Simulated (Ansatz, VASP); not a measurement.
**HgF3: VASP beside Ansatz**

```xyz
4
Lattice="0.0000 2.8440 2.8440 2.8440 0.0000 2.8440 2.8440 2.8440 0.0000" Properties=species:S:1:pos:R:3 pbc="T T T"
Hg    0.0000    0.0000    0.0000
F     2.8440    2.8440    2.8440
F     4.2659    4.2659    4.2659
F     1.4220    1.4220    1.4220
```

Alike in both runs: task single point; functional PBE; k mesh 8 × 8 × 8; occupations fermi-dirac, width 0.05 eV; no spin polarisation.

```csv
,VASP,Ansatz
version,VASP 6.6.1,Ansatz 0.2.0
potentials or method,"VASP PAW PBE potentials, release 64 (Hg, F)",Ansatz PAW
plane-wave cutoff (eV),520,420
valence electrons in the cell,33,41
```

Ansatz gave:

* gap on the k mesh at the Fermi level (eV): none
* pressure (GPa): 3.3

Q: Which values does VASP return?

A: gap on the k mesh at the Fermi level (eV): none; pressure (GPa): 3.6.

A gap of «none» marks a metal or a gap that the smearing closes. VASP's potentials hold 33 valence electrons a cell and Ansatz's 41, so a difference there can come from the potentials and not from the codes.

Spin-orbit coupling is off throughout.
